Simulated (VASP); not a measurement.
Crystal: TmHgCl.

```
Tm Hg Cl
1.0
     3.68808    0.00000    0.00000
     0.00000    3.68808    0.00000
     0.00000    0.00000    6.23718
Tm Hg Cl
1 1 1
Direct
  0.00000 0.00000 0.00000
  0.50000 0.50000 0.50000
  0.50000 0.50000 0.00000
```

The cell was built from a structure type or drawn by symmetry, and may not be a known phase.

- Program: VASP 6.6.1
- Task: relaxation of cell and atoms
- Functional: PBE
- Potentials or basis: VASP PAW PBE potentials, release 64 (Tm_3, Hg, Cl), 4f in core
- Cutoff: 500 eV
- k mesh: 6 × 6 × 4
- Occupations: gaussian, width 0.1 eV
- Spin: no spin polarisation

At the start: pressure 0.4 GPa; volume 28.28 Å³/atom.

Problem. Where does the relaxation end?

Solution. Over 5 steps the energy falls by 6.3 meV/atom and the volume is 29.59 Å³/atom (+4.6 %); space group P4/mmm (No. 123, to 0.1 Å) before and after.

Step by step:
| step | energy change (eV) | largest force (eV/Å) | pressure (GPa) | volume (Å³) |
| --- | --- | --- | --- | --- |
| 1 | 0.0000 | 0.0000 | 0.36 | 84.84 |
| 2 | -0.0060 | 0.0000 | 0.31 | 85.62 |
| 3 | -0.0177 | 0.0000 | 0.17 | 87.94 |
| 4 | 0.0028 | 0.0000 | -0.20 | 92.55 |
| 5 | -0.0189 | 0.0000 | 0.10 | 88.76 |

Final structure:
```
Tm Hg Cl
1.0
     3.67953    0.00000    0.00000
     0.00000    3.67953    0.00000
     0.00000    0.00000    6.55616
Tm Hg Cl
1 1 1
Direct
  0.00000 0.00000 0.00000
  0.50000 0.50000 0.50000
  0.50000 0.50000 0.00000
```

Caveat: the run has no spin polarisation, though such a crystal can be magnetic.
